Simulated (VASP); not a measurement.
Here is a VASP 6.6.1 calculation.

INCAR

```
PREC     = Accurate       # precision mode
ENCUT    = 520            # plane-wave cutoff, eV
EDIFF    = 1E-6           # SCF threshold, eV
ISMEAR   = -1             # smearing method
SIGMA    = 0.1            # smearing width, eV
LREAL    = F              # projectors in reciprocal space
LASPH    = T              # aspherical terms in the spheres
NELM     = 100            # most SCF steps
ALGO     = Normal         # electronic algorithm
ISIF     = 2              # what is computed and relaxed
LWAVE    = F              # write WAVECAR
LCHARG   = T              # write CHGCAR
GGA      = B5             # functional
ALDAX    = 1.0          
AGGAX    = 1.0          
AGGAC    = 1.0          
ALDAC    = 0.0          
LELF     = T              # ELF
LVHAR    = T            
NBANDS   = 8              # bands
```

KPOINTS

```
regular mesh
0
Gamma
  22 22 22
```

File POSCAR:

```
Al
1.0
    0.0000000000      2.1090472912      2.1090472912
    2.1090472912      0.0000000000      2.1090472912
    2.1090472912      2.1090472912      0.0000000000
Al
1
Direct
    0.0000000000      0.0000000000      0.0000000000
```

Potentials or basis: VASP PAW PBE potentials, release 64 (Al).

Command:

```console
$ cat potpaw_PBE.64/Al/POTCAR > POTCAR
$ mpirun -np 1 vasp_std > vasp.out
```

Problem. Estimate the pressure.

Solution. -3.4 GPa.

Caveat: the PAW data sets were made with another functional, which shifts forces and pressure a little.
